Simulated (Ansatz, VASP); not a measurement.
## Two plane-wave programs on NaF

The input INCAR:

```
SYSTEM = NaF
PREC = Accurate
ENCUT = 520
EDIFF = 1E-7
ISMEAR = 0
SIGMA = 0.05
LREAL = .False.
LASPH = .True.
NELM = 80
ALGO = Normal
ISIF = 2
LWAVE = .False.
LCHARG = .False.
GGA = CA
NBANDS = 14
```

KPOINTS

```
regular mesh
0
Gamma
  8 8 8
  0 0 0
```

The input POSCAR:

```
NaF
1.0
    0.0000000000      2.3233000000      2.2071350000
    2.3233000000      0.0000000000      2.2071350000
    2.3233000000      2.3233000000      0.0000000000
Na F
1 1
Direct
    0.0000000000      0.0000000000      0.0000000000
    0.5000000000      0.5000000000      0.5000000000
```

Input for Ansatz:

```yaml
crystal:
  lattice:
    - [0.0, 2.3233, 2.207135]
    - [2.3233, 0.0, 2.207135]
    - [2.3233, 2.3233, 0.0]
  atoms:
    - { symbol: Na, position: [0.0, 0.0, 0.0] }
    - { symbol: F, position: [0.5, 0.5, 0.5] }
basis:
  ecutwfc: 420
kpoints:
  mp_grid: { grid: [8, 8, 8] }
hamiltonian:
  xc: lda
scf:
  occupations: { method: gaussian, width: 0.05 }
output:
  forces: true
  stress: true
  eigenvalues: true
```

Change from the starting cell: strain +0.000 along x and y, -0.050 along z, atoms carried along.

Alike in both runs: task single point; functional LDA; k mesh 8 × 8 × 8; occupations gaussian, width 0.05 eV; no spin polarisation.

```csv
,VASP,Ansatz
version,VASP 6.6.1,Ansatz 0.2.0
potentials or method,"VASP PAW LDA potentials, release 64 (Na_pv, F), cutoff 520 eV","scalar-relativistic, plane waves, PAW"
valence electrons in the cell,14,16
```

|  | VASP | Ansatz | Ansatz less VASP |
| --- | --- | --- | --- |
| gap on the k mesh at the Fermi level (eV) | 6.18 | 6.20 | +0.023 |
| least direct gap on the mesh (eV) | 6.18 | 6.20 | +0.023 |
| pressure (GPa) | -2.0 | -2.0 | +0.04 |
| traceless stress, the component that is largest in VASP (GPa) | 3.38 | 3.27 | -0.107 |

LDA's correlation is that of Perdew and Zunger in VASP and of Perdew and Wang (1992) in Ansatz. VASP's potentials hold 14 valence electrons a cell and Ansatz's 16, so a difference there can come from the potentials and not from the codes.
